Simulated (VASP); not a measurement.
Wanted: the native input for a VASP 6.6.1 run.

```
Task                   : relaxation of cell and atoms
Functional             : r2SCAN
Potentials or basis    : VASP PAW PBE potentials, release 64 (Na_sv, F)
Cutoff                 : 970 eV
k mesh                 : 8 × 8 × 8
Occupations            : gaussian, width 0.02 eV
Spin                   : no spin polarisation
Dipole correction      : no
Mended                 : yes
Further INCAR settings : ALGO = Normal; EDIFF = 1e-07; IBRION = 2; EDIFFG = -0.005; NSW = 100; ISIF = 3
```

The system is NaF.

```
Na F
1.0
     0.00000   -2.32330   -2.32330
     2.32330    0.00000   -2.32330
     2.32330   -2.32330    0.00000
Na F
1 1
Direct
  0.50000 0.50000 0.50000
  0.00000 0.00000 0.00000
```

One way to write it, as run:

POSCAR

```
NaF
1.0
    0.0000000000     -2.3233000000     -2.3233000000
    2.3233000000      0.0000000000     -2.3233000000
    2.3233000000     -2.3233000000      0.0000000000
Na F
1 1
Direct
    0.5000000000      0.5000000000      0.5000000000
    0.0000000000      0.0000000000      0.0000000000
```

INCAR.step1

```
  PREC = Accurate
  ENCUT = 970
  ISMEAR = 0
  SIGMA = 0.02
  LREAL = F
  LASPH = T
  NELM = 120
  GGA = PE
  ALGO = Normal
  EDIFF = 1E-5
  LWAVE = T
  LCHARG = F
  GGA_COMPAT = F
  IBRION = 2
  ISIF = 3
  EDIFFG = -0.005
  NELMIN = 4
  NSW = 100
```

INCAR.step2

```
  PREC = Accurate
  ENCUT = 970
  EDIFF = 1E-7
  ISMEAR = 0
  SIGMA = 0.02
  LREAL = F
  LASPH = T
  NELM = 120
  ALGO = Normal
  ISIF = 3
  LWAVE = F
  LCHARG = F
  METAGGA = R2SCAN
  LMIXTAU = T
  IBRION = 2
  NSW = 100
  EDIFFG = -0.005
  ISTART = 1
  GGA_COMPAT = F
  NELMIN = 4
```

KPOINTS

```
Automatic mesh
0
Gamma
  8 8 8
```

Potentials or basis: VASP PAW PBE potentials, release 64 (Na_sv, F).

Command:

```console
$ cat potpaw_PBE.64/Na_sv/POTCAR potpaw_PBE.64/F/POTCAR > POTCAR
$ cp INCAR.step1 INCAR
$ mpirun -np 1 vasp_std > vasp.out
$ cp INCAR.step2 INCAR
$ mpirun -np 1 vasp_std > vasp.out
```

Results of the run:

```json
{
  "Relaxed volume": "12.01 Å³/atom",
  "Relaxed cell": "a = 3.238 Å, b = 3.238 Å, c = 3.238 Å, α = 60.00°, β = 60.00°, γ = 60.00°",
  "Space group after relaxing (to 0.1 Å)": "Fm-3m (No. 225)",
  "Energy gained by relaxing": "4.0 meV/atom",
  "Ionic steps": "3",
  "Pressure after relaxing": "0.0 GPa",
  "Band gap on the k mesh": "7.33 eV"
}
```

Caveat: the PAW data sets were made with another functional, which shifts forces and pressure a little.

Run time: 2.1 min on 1 thread of Intel(R) Xeon(R) 6975P-C (Granite Rapids), on a shared host, peak memory 0.22 GiB.
